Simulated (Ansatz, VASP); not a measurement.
# Two plane-wave programs on Cd

```
Cd
1.0
     3.60138    2.07926    6.14180
    -3.60138    2.07926    6.14180
     0.00000   -4.15852    6.14180
Cd
12
Direct
  0.01019 0.65361 0.01019
  0.01019 0.01019 0.65361
  0.65361 0.01019 0.01019
  0.98981 0.34639 0.98981
  0.34639 0.98981 0.98981
  0.98981 0.98981 0.34639
  0.22118 0.63060 0.22118
  0.22118 0.22118 0.63060
  0.63060 0.22118 0.22118
  0.77882 0.36940 0.77882
  0.36940 0.77882 0.77882
  0.77882 0.77882 0.36940
```

Alike in both runs: task single point; functional PBE; k mesh 3 × 3 × 3; occupations gaussian, width 0.1 eV; no spin polarisation.

```csv
,VASP,Ansatz
version,VASP 6.6.1,Ansatz 0.2.0
potentials or method,"VASP PAW PBE potentials, release 64 (Cd), cutoff 520 eV","scalar-relativistic, plane waves, PAW"
valence electrons in the cell,144,240
```

```tsv
	VASP	Ansatz	Ansatz less VASP
gap on the k mesh at the Fermi level (eV)	none	none	-
pressure (GPa)	27.1	26.0	-1.15
traceless stress, the component that is largest in VASP (GPa)	4.51	4.36	-0.144
rms of the force components (eV/Å)	1.779	1.718	-0.0609
```

Atom by atom the forces differ by 0.061 eV/Å (rms over components). A gap of «none» marks a metal or a gap that the smearing closes. With one functional, cell and mesh, what is left measures potentials, basis and numerics. VASP's potentials hold 144 valence electrons a cell and Ansatz's 240, so a difference there can come from the potentials and not from the codes.
